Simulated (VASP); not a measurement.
Wanted: the native input for a VASP 6.6.1 run.

```yaml
Task: single point
Functional: PBE
Dispersion: D3(BJ)
Potentials_or_basis: VASP PAW PBE potentials, release 64 (O, H, C)
Cutoff: 520 eV
k_mesh: 1 × 1 × 1
Occupations: fermi-dirac, width 0.02 eV
Spin: no spin polarisation
Dipole_correction: no
Further_INCAR_settings: LREAL = Auto; ALGO = Normal; EDIFF = 1e-07; NBANDS = 71
```

The structure of H24CO11 lies in POSCAR:

```
H24CO11
1.0
    7.1595990000      0.0000000000      0.0000000000
    0.0000000000      7.1595990000      0.0000000000
    0.0000000000      0.0000000000      7.1595990000
O H C
11 24 1
Direct
    0.5073747845      0.3419465252      1.0051261251
    0.2333929596      0.9648305722      0.4565060138
    0.8964328868      0.4345215423      0.4258059704
    0.8579251436      0.1365579273      0.1678445958
    0.7439802145      0.7824181215      0.3768646819
    0.0696547390      0.6073943527      1.0319432694
    0.2842337958      0.6742416719      0.7436170657
    0.4229706161      0.9757110699      0.0986926782
    0.6740321630      0.8699090550      0.7805744428
    0.7877256813      0.2808397509      0.7814264458
    0.2580032764      0.3594894072      0.4958517928
    0.6148389037      0.3446701414      0.9092827685
    0.4085564010      0.4266998752      0.9571346105
    0.2605034165      0.8746579243      0.5564138438
    0.2782837419      0.9305549096      0.3445304688
    0.8814739485      0.3235376730      0.3540840765
    1.0334098320      0.4171323003      0.4685457943
    0.8411225266      0.0082965540      0.2218001315
    0.8207582576      0.1285546858      0.0307000434
    0.6355104525      0.7744567817      0.2945556029
    0.8029080958      0.6635427487      0.3987513826
    0.1347980522      0.6558328197      1.1373961028
    0.0034778484      0.5057685493      1.0875469422
    0.1858623646      0.6731941272      0.8576318311
    0.2662579287      0.5550590194      0.6750238386
    0.4512263885      1.1066122558      0.0470557080
    0.4770378900      0.8891419757      0.0115509262
    0.5662467968      0.7978659140      0.7320242377
    0.7534081169      0.8235517101      0.6772306661
    0.8207163558      0.3581485499      0.6657775107
    0.7567183581      0.1648276670      0.7190067488
    0.4262110210      0.3699788214      0.2468294663
    0.2279596944      0.2232666941      0.4605146182
    0.5254763570      0.4857255274      0.4620789516
    0.5228086098      0.2536035887      0.4259596103
    0.4373568967      0.3704257738      0.4023130346
```

The input as run:

INCAR

```
SYSTEM = H24CO11
PREC = Accurate
ENCUT = 520
EDIFF = 1E-7
ISMEAR = -1
SIGMA = 0.02
LREAL = Auto
LASPH = .True.
NELM = 100
ALGO = Normal
ISIF = 2
LWAVE = .False.
LCHARG = .True.
GGA = PE
IVDW = 12
LELF = .True.
LVHAR = .True.
NBANDS = 71
```

KPOINTS

```
regular mesh
0
Gamma
  1 1 1
  0 0 0
```

Potentials or basis: VASP PAW PBE potentials, release 64 (O, H, C).

Launch:

```console
$ cat potpaw_PBE.64/O/POTCAR potpaw_PBE.64/H/POTCAR potpaw_PBE.64/C/POTCAR > POTCAR
$ mpirun -np 1 vasp_gam > vasp.out
```

Results of the run:

```yaml
Pressure: -0.7 GPa
Largest_force: 5.279 eV/Å
Band_gap_on_the_k_mesh: 4.34 eV
Dispersion_energy_per_atom: -0.034 eV
```

Caveat: the k points lie up to 0.88 Å⁻¹ apart; the atoms stand as in a frame of molecular dynamics.

Run time: 69 s on 1 thread of Intel(R) Xeon(R) Platinum 8259CL CPU @ 2.50GHz (Skylake/Cascade Lake) (shared host), peak memory 0.36 GiB.
